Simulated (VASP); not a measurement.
## InAsS4: single point with PBE

The system is InAsS4.

```
In As S
1.0
     3.73269    0.00000    0.00000
     0.00000    3.73269    0.00000
     0.00000    0.00000   10.30013
In As S
1 1 4
Direct
  0.00000 0.00000 0.00000
  0.50000 0.50000 0.50000
  0.00000 0.00000 0.60063
  0.50000 0.50000 0.10668
  0.50000 0.50000 0.89332
  0.00000 0.00000 0.39937
```

```
Program                : VASP 6.6.1
Task                   : single point
Functional             : PBE
Potentials or basis    : VASP PAW PBE potentials, release 64 (In_d, As, S)
Cutoff                 : 520 eV
k mesh                 : 10 × 10 × 4
Occupations            : gaussian, width 0.1 eV
Spin                   : no spin polarisation
Dipole correction      : no
Further INCAR settings : ALGO = Normal; EDIFF = 1e-07; NBANDS = 30
```

```
Pressure               : -0.2 GPa
Largest force          : 0.134 eV/Å
Band gap on the k mesh : zero (band 21 reaches 4.59 eV, above the bottom of band 22 at 3.32 eV)
```

Forces in eV/Å, atoms in the order of the input:
```
In   0.000  0.000  0.000
As   0.000  0.000  0.000
S    0.000  0.000 -0.134
S    0.000  0.000 -0.080
S    0.000  0.000  0.080
S    0.000  0.000  0.134
```

Stress tensor (GPa, compression positive):
```
-0.09  0.00  0.00
 0.00 -0.09  0.00
 0.00  0.00 -0.52
```

Levels at points of the mesh, in eV from the Fermi level:
| k point | band 18 | band 19 | band 20 | band 21 | band 22 | band 23 | band 24 | band 25 |
| --- | --- | --- | --- | --- | --- | --- | --- | --- |
| (0.00, 0.00, 0.00) | -0.73 | -0.73 | -0.50 | -0.33 | -0.33 | 0.92 | 2.31 | 3.06 |
| (0.50, 0.00, 0.00) | -2.30 | -1.00 | -0.37 | -0.31 | -0.29 | 1.97 | 2.10 | 2.26 |
| (0.50, 0.50, 0.00) | -2.38 | -2.38 | -1.67 | -1.67 | -1.00 | 1.76 | 2.30 | 3.19 |
| (0.00, 0.00, 0.50) | -0.60 | -0.60 | -0.46 | -0.46 | -0.41 | 1.45 | 2.40 | 3.07 |
| (0.50, 0.00, 0.50) | -2.33 | -1.00 | -0.42 | -0.29 | -0.26 | 1.66 | 2.07 | 2.08 |
| (0.50, 0.50, 0.50) | -2.15 | -2.15 | -1.93 | -1.93 | -0.85 | 2.03 | 2.55 | 2.76 |

It took 3.7 min on 1 thread of Intel(R) Xeon(R) Platinum 8375C CPU @ 2.90GHz (Ice Lake), with other jobs on the host, peak memory 0.39 GiB.

Caveat: spin-orbit coupling is left out, which moves the levels of the heavy elements.
